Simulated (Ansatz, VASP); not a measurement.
Ge: VASP beside Ansatz

The input POSCAR:

```
Ge
1.0
    4.1155181624      0.0000000000      0.0000000000
   -2.0577590812      3.5641432784      0.0000000000
    0.0000000000      0.0000000000      6.4046296298
Ge
4
Direct
    0.6666666667      0.3333333333      0.0629814339
    0.3333333333      0.6666666667      0.5629814339
    0.6666666667      0.3333333333      0.4370185661
    0.3333333333      0.6666666667      0.9370185661
```

The input INCAR.step1:

```
ALGO = Normal ; EDIFF = 1E-4
ENCUT = 520 ; GGA = PE
ISMEAR = 0 ; LASPH = True
LCHARG = False ; LREAL = False
LWAVE = True ; NBANDS = 36
NELM = 80 ; PREC = Accurate
SIGMA = 0.03
```

Contents of INCAR.step2:

```
ALGO = Normal ; EDIFF = 1E-7
ENCUT = 520 ; ISIF = 2
ISMEAR = 0 ; ISTART = 1
LASPH = True ; LCHARG = False
LMIXTAU = True ; LREAL = False
LWAVE = False ; METAGGA = R2SCAN
NBANDS = 36 ; NELM = 80
PREC = Accurate ; SIGMA = 0.03
```

Contents of KPOINTS:

```
k-points
0
Gamma
  12 12 6
```

Input for Ansatz:

```yaml
crystal:
  lattice:
    - [4.1155181624, 0.0, 0.0]
    - [-2.0577590812, 3.5641432784, 0.0]
    - [0.0, 0.0, 6.4046296298]
  atoms:
    - { symbol: Ge, position: [0.6666666667, 0.3333333333, 0.0629814339] }
    - { symbol: Ge, position: [0.3333333333, 0.6666666667, 0.5629814339] }
    - { symbol: Ge, position: [0.6666666667, 0.3333333333, 0.4370185661] }
    - { symbol: Ge, position: [0.3333333333, 0.6666666667, 0.9370185661] }
basis:
  ecutwfc: 500
kpoints:
  mp_grid: { grid: [12, 12, 6] }
hamiltonian:
  xc: r2scan
scf:
  occupations: { method: gaussian, width: 0.03 }
output:
  forces: true
  stress: true
  eigenvalues: true
```

Change from the starting cell: strain +0.030 along x and y, -0.030 along z, atoms carried along.

Alike in both runs: task single point; functional r2SCAN; k mesh 12 × 12 × 6; occupations gaussian, width 0.03 eV; no spin polarisation.

```csv
,VASP,Ansatz
version,VASP 6.6.1,Ansatz 0.2.0
potentials or method,"VASP PAW PBE potentials, release 64 (Ge_d), cutoff 520 eV","scalar-relativistic, plane waves, PAW"
valence electrons in the cell,56,56
```

|  | VASP | Ansatz | Ansatz less VASP |
| --- | --- | --- | --- |
| gap on the k mesh at the Fermi level (eV) | none | none | - |
| pressure (GPa) | -1.3 | -1.4 | -0.06 |
| traceless stress, the component that is largest in VASP (GPa) | 7.41 | 7.41 | -0.003 |
| rms of the force components (eV/Å) | 0.346 | 0.347 | +0.0004 |

VASP's potentials were made for PBE, not for r2SCAN. Atom by atom the forces differ by 0.000 eV/Å (rms over components). A gap of «none» marks a metal or a gap that the smearing closes.
